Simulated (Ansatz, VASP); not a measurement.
## Ge: VASP beside Ansatz

The input INCAR:

```
ALGO = Normal
EDIFF = 1E-6
ENCUT = 520
GGA = PE
ISIF = 2
ISMEAR = 0
LASPH = T
LCHARG = F
LREAL = F
LWAVE = F
NBANDS = 66
NELM = 80
PREC = Accurate
SIGMA = 0.15
```

Contents of KPOINTS:

```
k-points
0
Gamma
  8 8 8
```

File POSCAR:

```
Ge
1.0
   -3.5296103776      3.5296103776      3.5296103776
    3.5296103776     -3.5296103776      3.5296103776
    3.5296103776      3.5296103776     -3.5296103776
Ge
8
Direct
    0.5000000000      0.0000000000      0.7973159225
    0.7973159225      0.5000000000      0.0000000000
    0.0000000000      0.7973159225      0.5000000000
    0.7026840775      0.7026840775      0.7026840775
    0.5000000000      0.0000000000      0.2026840775
    0.2026840775      0.5000000000      0.0000000000
    0.0000000000      0.2026840775      0.5000000000
    0.2973159225      0.2973159225      0.2973159225
```

Input for Ansatz:

```yaml
crystal:
  lattice:
    - [-3.5296103776, 3.5296103776, 3.5296103776]
    - [3.5296103776, -3.5296103776, 3.5296103776]
    - [3.5296103776, 3.5296103776, -3.5296103776]
  atoms:
    - { symbol: Ge, position: [0.5, 0.0, 0.7973159225] }
    - { symbol: Ge, position: [0.7973159225, 0.5, 0.0] }
    - { symbol: Ge, position: [0.0, 0.7973159225, 0.5] }
    - { symbol: Ge, position: [0.7026840775, 0.7026840775, 0.7026840775] }
    - { symbol: Ge, position: [0.5, 0.0, 0.2026840775] }
    - { symbol: Ge, position: [0.2026840775, 0.5, 0.0] }
    - { symbol: Ge, position: [0.0, 0.2026840775, 0.5] }
    - { symbol: Ge, position: [0.2973159225, 0.2973159225, 0.2973159225] }
basis:
  ecutwfc: 420
kpoints:
  mp_grid: { grid: [8, 8, 8] }
hamiltonian:
  xc: pbe
  pseudopotentials: { kind: paw, azcp: { folder: soft_1 } }
scf:
  occupations: { method: gaussian, width: 0.15 }
output:
  forces: true
  stress: true
  eigenvalues: true
```

Alike in both runs: task single point; functional PBE; k mesh 8 × 8 × 8; occupations gaussian, width 0.15 eV; no spin polarisation.

|  | VASP | Ansatz |
| --- | --- | --- |
| version | VASP 6.6.1 | Ansatz 0.2.0 |
| potentials or method | VASP PAW PBE potentials, release 64 (Ge_d), cutoff 520 eV | scalar-relativistic, plane waves, PAW |
| valence electrons in the cell | 112 | 112 |

```csv
,VASP,Ansatz,Ansatz less VASP
gap on the k mesh at the Fermi level (eV),none,none,-
pressure (GPa),-0.1,0.0,+0.07
```

A gap of «none» marks a metal or a gap that the smearing closes. The functional is the same, so the differences come from potentials, cutoffs and numerics.
